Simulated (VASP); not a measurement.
# Te2Mo (P6_3/mmc) in VASP: vibrations by perturbation theory with PBEsol

Aim: the vibrations by perturbation theory of Te2Mo with PBEsol.

Everything below comes from runs of VASP 6.6.1. Logs are shortened: lines on timing, memory, paths and dates and some standing lists are left out, and cuts for length are marked.

## Step 1: The cell of the first run

It takes space group P6_3/mmc (No. 194, hexagonal). Conventional cell: a = 3.494 Å, b = 3.494 Å, c = 14.009 Å, α = 90.00°, β = 90.00°, γ = 120.00°. Within 3.7 Å of Te (site symmetry 3m) lie 3 Mo at 2.71 Å and 7 Te at 3.49 to 3.61 Å. Mo (site symmetry -6m2) has 6 Te at 2.71 Å and 6 Mo at 3.49 Å within 3.6 Å.

## Step 2: Vibrations by perturbation theory, PBEsol

INCAR

```
SYSTEM = Te2Mo
  PREC = Accurate
  ENCUT = 520
  EDIFF = 1E-8
  ISMEAR = 0
  SIGMA = 0.01
  LREAL = .False.
  LASPH = .True.
  NELM = 80
  ALGO = Normal
  ISIF = 2
  LWAVE = .False.
  LCHARG = .False.
  GGA = PS
  NBANDS = 35
  IBRION = 8
  NSW = 1
```

KPOINTS

```
regular mesh
0
Gamma
  6 6 2
  0 0 0
```

POSCAR

```
Te2Mo
1.0
    3.4941957515      0.0000000000      0.0000000000
   -1.7470978757      3.0260622866      0.0000000000
    0.0000000000      0.0000000000     14.0094299293
Te Mo
4 2
Direct
    0.3333333333      0.6666666667      0.6211464091
    0.6666666667      0.3333333333      0.1211464091
    0.3333333333      0.6666666667      0.8788535909
    0.6666666667      0.3333333333      0.3788535909
    0.3333333333      0.6666666667      0.2500000000
    0.6666666667      0.3333333333      0.7500000000
```

Potentials or basis: VASP PAW PBE potentials, release 64 (Te, Mo_sv).

Run with:

```
$ cat potpaw_PBE.64/Te/POTCAR potpaw_PBE.64/Mo_sv/POTCAR > POTCAR
$ mpirun -np 1 vasp_std > vasp.out
```

OUTCAR:

```text
SYSTEM = Te2Mo
   PREC = Accurate
   ENCUT = 520
   EDIFF = 1E-8
   ISMEAR = 0
   LREAL = .False.
   LASPH = .True.
   NELM = 80
   ISIF = 2
   GGA = PS
   IBRION = 8
   NSW = 1

 ion  position               nearest neighbor table
   1  0.333  0.667  0.621-   6 2.71   6 2.71   6 2.71   3 3.61
   2  0.667  0.333  0.121-   5 2.71   5 2.71   5 2.71   4 3.61
   3  0.333  0.667  0.879-   6 2.71   6 2.71   6 2.71   1 3.61
   4  0.667  0.333  0.379-   5 2.71   5 2.71   5 2.71   2 3.61
   5  0.333  0.667  0.250-   2 2.71   4 2.71   2 2.71   4 2.71   2 2.71   4 2.71
   6  0.667  0.333  0.750-   1 2.71   3 2.71   1 2.71   3 2.71   1 2.71   3 2.71

  LATTYP: Found a hexagonal cell.
 ALAT       =     3.4941957515
 C/A-ratio  =     4.0093431867

  Lattice vectors:

 A1 = (   3.4941957515,   0.0000000000,   0.0000000000)
 A2 = (  -1.7470978757,   3.0260622866,   0.0000000000)
 A3 = (   0.0000000000,   0.0000000000,  14.0094299293)

Analysis of symmetry for initial positions (statically):
=====================================================================
 Subroutine PRICEL returns:
 Original cell was already a primitive cell.

 Routine SETGRP: Setting up the symmetry group for a
 hexagonal supercell.

 Subroutine GETGRP returns: Found 24 space group operations
 (whereof 12 operations were pure point group operations)
 out of a pool of 24 trial point group operations.

The static configuration has the point symmetry D_3d.
 The point group associated with its full space group is D_6h.

Analysis of symmetry for dynamics (positions and initial velocities):
=====================================================================
 Subroutine PRICEL returns:
 Original cell was already a primitive cell.

 Routine SETGRP: Setting up the symmetry group for a
 hexagonal supercell.

 Subroutine GETGRP returns: Found 24 space group operations
 (whereof 12 operations were pure point group operations)
 out of a pool of 24 trial point group operations.

The dynamic configuration has the point symmetry D_3d.
 The point group associated with its full space group is D_6h.

 Subroutine INISYM returns: Found 24 space group operations
 (whereof 12 operations are pure point group operations),
 and found     1 'primitive' translations

----------------------------------------------------------------------------------------

[... 694 lines left out ...]
     3.494195751  0.000000000  0.000000000     0.286188889  0.165231232  0.000000000
    -1.747097876  3.026062287  0.000000000     0.000000000  0.330462464  0.000000000
     0.000000000  0.000000000 14.009429929     0.000000000  0.000000000  0.071380492

 POSITION                                       TOTAL-FORCE (eV/Angst)
 -----------------------------------------------------------------------------------
     -0.00000      2.01737      8.70191        -0.000000      0.000000     -0.034488
      1.74710      1.00869      1.69719        -0.000000      0.000000     -0.034488
     -0.00000      2.01737     12.31224        -0.000000      0.000000      0.034488
      1.74710      1.00869      5.30752        -0.000000      0.000000      0.034488
     -0.00000      2.01737      3.50236         0.000000      0.000000      0.000000
      1.74710      1.00869     10.50707        -0.000000     -0.000000      0.000000
 -----------------------------------------------------------------------------------
    total drift:                               -0.000000      0.000000     -0.000000

  FREE ENERGIE OF THE ION-ELECTRON SYSTEM (eV)
  ---------------------------------------------------
  free  energy   TOTEN  =       -39.3944038255 eV

  energy  without entropy=      -39.3944038255  energy(sigma->0) =      -39.39440383

[... ionic steps 2 to 15 ...]

--------------------------------------- Ionic step       16  -------------------------------------------

------------------------ aborting loop because EDIFF is reached ----------------------------------------

[... ionic steps 17 to 17 ...]

--------------------------------------- Ionic step       18  -------------------------------------------

 Free energy of the ion-electron system (eV)
  ---------------------------------------------------
  ---------------------------------------------------
  free energy    TOTEN  =        -0.70620671 eV

  energy without entropy =       -0.70620671

------------------------ aborting loop because EDIFF is reached ----------------------------------------

 INTERNAL STRAIN TENSOR  FOR ION    5  DIRECTION 3   (eV/Angst):
 -----------------------------------------------------------------------------
    -0.03624 -0.00000 -0.00000
    -0.00000 -0.03624  0.00000
    -0.00000  0.00000  0.07196

 INTERNAL STRAIN TENSOR FOR ION    6 for displacements in x,y,z  (eV/Angst):
          X           Y           Z          XY          YZ          ZX
  --------------------------------------------------------------------------------
  x     0.00000    -0.00000    -0.00000     6.55996     0.00000     0.00000
  y     6.55996    -6.55996     0.00000    -0.00000     0.00000     0.00000
  z    -0.00000    -0.00000     0.00000    -0.00000     0.00000    -0.00000

 SECOND DERIVATIVES (NOT SYMMETRIZED)
 ------------------------------------
               1X          1Y          1Z          2X          2Y          2Z          3X          3Y          3Z          4X          4Y          4Z          5X          5Y          5Z          6X          6Y          6Z
  1X    -6.898560   -0.000000    0.000000   -0.021879   -0.000000    0.000000   -0.316018   -0.000000    0.000000    0.091347    0.000000   -0.000000    0.052799    0.000000    0.000000    7.092311    0.000000    0.000000
  1Y    -0.000000   -6.898560    0.000000   -0.000000   -0.021879    0.000000   -0.000000   -0.316018    0.000000    0.000000    0.091347    0.000000    0.000000    0.052799   -0.000000    0.000000    7.092311   -0.000000
  1Z    -0.000000    0.000000  -12.590086   -0.000000    0.000000    0.111010    0.000000    0.000000    1.635605   -0.000000   -0.000000    0.258780    0.000000   -0.000000   -0.106528    0.000000    0.000000   10.691219
  2X    -0.021879   -0.000000    0.000000   -6.898560   -0.000000    0.000000    0.091347    0.000000    0.000000   -0.316018   -0.000000   -0.000000    7.092311    0.000000   -0.000000    0.052799    0.000000    0.000000
  2Y    -0.000000   -0.021879   -0.000000   -0.000000   -6.898560    0.000000    0.000000    0.091347   -0.000000   -0.000000   -0.316018   -0.000000    0.000000    7.092311    0.000000    0.000000    0.052799    0.000000
  2Z     0.000000    0.000000    0.111010    0.000000   -0.000000  -12.590086    0.000000    0.000000    0.258780    0.000000   -0.000000    1.635605    0.000000   -0.000000   10.691219   -0.000000    0.000000   -0.106528
  3X    -0.316018   -0.000000   -0.000000    0.091347    0.000000    0.000000   -6.898560   -0.000000    0.000000   -0.021879   -0.000000    0.000000    0.052799    0.000000    0.000000    7.092311    0.000000   -0.000000
  3Y    -0.000000   -0.316018   -0.000000    0.000000    0.091347   -0.000000   -0.000000   -6.898560    0.000000   -0.000000   -0.021879   -0.000000    0.000000    0.052799    0.000000    0.000000    7.092311    0.000000
  3Z     0.000000   -0.000000    1.635605    0.000000    0.000000    0.258780    0.000000   -0.000000  -12.590086    0.000000    0.000000    0.111010   -0.000000    0.000000   -0.106528    0.000000   -0.000000   10.691219
  4X     0.091347    0.000000   -0.000000   -0.316018   -0.000000    0.000000   -0.021879   -0.000000    0.000000   -6.898560   -0.000000    0.000000    7.092311    0.000000    0.000000    0.052799    0.000000    0.000000
  4Y     0.000000    0.091347    0.000000   -0.000000   -0.316018    0.000000   -0.000000   -0.021879    0.000000   -0.000000   -6.898560    0.000000    0.000000    7.092311   -0.000000    0.000000    0.052799   -0.000000
  4Z    -0.000000   -0.000000    0.258780    0.000000    0.000000    1.635605   -0.000000    0.000000    0.111010   -0.000000    0.000000  -12.590086    0.000000    0.000000   10.691219    0.000000   -0.000000   -0.106528
  5X     0.050229    0.000000    0.000000    7.093036    0.000000   -0.000000    0.050229    0.000000   -0.000000    7.093036    0.000000    0.000000  -14.356381   -0.000000    0.000000    0.069851    0.000000    0.000000
  5Y     0.000000    0.050229   -0.000000    0.000000    7.093036    0.000000    0.000000    0.050229    0.000000    0.000000    7.093036   -0.000000   -0.000000  -14.356381    0.000000    0.000000    0.069851    0.000000
  5Z    -0.000000   -0.000000   -0.182749   -0.000000    0.000000   10.764978    0.000000    0.000000   -0.182749    0.000000   -0.000000   10.764978    0.000000   -0.000000  -21.614466   -0.000000    0.000000    0.450008
  6X     7.093036    0.000000    0.000000    0.050229    0.000000   -0.000000    7.093036    0.000000   -0.000000    0.050229    0.000000    0.000000    0.069851    0.000000    0.000000  -14.356381   -0.000000    0.000000
  6Y     0.000000    7.093036   -0.000000    0.000000    0.050229    0.000000    0.000000    7.093036    0.000000    0.000000    0.050229   -0.000000    0.000000    0.069851    0.000000   -0.000000  -14.356381    0.000000
  6Z     0.000000   -0.000000   10.764978    0.000000    0.000000   -0.182749   -0.000000    0.000000   10.764978   -0.000000   -0.000000   -0.182749   -0.000000    0.000000    0.450008    0.000000   -0.000000  -21.614466

 Eigenvectors and eigenvalues of the dynamical matrix
 ----------------------------------------------------

   1 f  =    8.777650 THz    55.151600 2PiTHz  292.790878 cm-1    36.301426 meV
             X         Y         Z           dx          dy          dz
     -0.000000  2.017375  8.701907    -0.000000   -0.000000   -0.261484
      1.747098  1.008687  1.697192    -0.000000   -0.000000    0.261484
     -0.000000  2.017375 12.312238    -0.000000   -0.000000   -0.261484
      1.747098  1.008687  5.307523    -0.000000   -0.000000    0.261484
     -0.000000  2.017375  3.502357     0.000000   -0.000000   -0.602704
      1.747098  1.008687 10.507072     0.000000    0.000000    0.602704
[... 145 lines left out ...]
  18 f/i=    0.000446 THz     0.002805 2PiTHz    0.014892 cm-1     0.001846 meV
             X         Y         Z           dx          dy          dz
     -0.000000  2.017375  8.701907     0.000000    0.000000    0.426242
      1.747098  1.008687  1.697192     0.000000    0.000000    0.426242
     -0.000000  2.017375 12.312238     0.000000    0.000000    0.426242
      1.747098  1.008687  5.307523     0.000000    0.000000    0.426242
     -0.000000  2.017375  3.502357     0.000000    0.000000    0.369642
      1.747098  1.008687 10.507072     0.000000    0.000000    0.369642

--------------------------------------------------------------------------------------------------------

 ELASTIC MODULI CONTR FROM IONIC RELAXATION (kBar)
 Direction    XX          YY          ZZ          XY          YZ          ZX
 --------------------------------------------------------------------------------
 XX        -321.4096   -183.1514   -666.6850     -0.0000      0.0000     -0.0000
 YY        -183.1514   -321.4096   -666.6850     -0.0000     -0.0000      0.0000
 ZZ        -666.6850   -666.6850  -1761.8045     -0.0000      0.0000      0.0000
 XY          -0.0000     -0.0000     -0.0000    -69.1291      0.0000     -0.0000
 YZ           0.0000      0.0000      0.0000     -0.0000   -851.9117     -0.0000
 ZX          -0.0000      0.0000      0.0000     -0.0000     -0.0000   -609.8671
 --------------------------------------------------------------------------------
```

Run time: 42 min. Hardware: 1 thread of Intel Xeon 8259CL, shared host; peak memory 0.63 GiB.

Results:

```yaml
Highest_phonon_frequency_at_Γ_LO-TO_splitting_left_out: 293 cm⁻¹
```

Phonon frequencies in cm⁻¹ (negative: imaginary):
| q point | frequencies |
| --- | --- |
| (0.000, 0.000, 0.000) | 0 0 0 25 25 31 117 117 119 119 173 175 236 236 236 236 287 293 |

Caveat: spin-orbit coupling is left out, which moves the levels of the heavy elements.
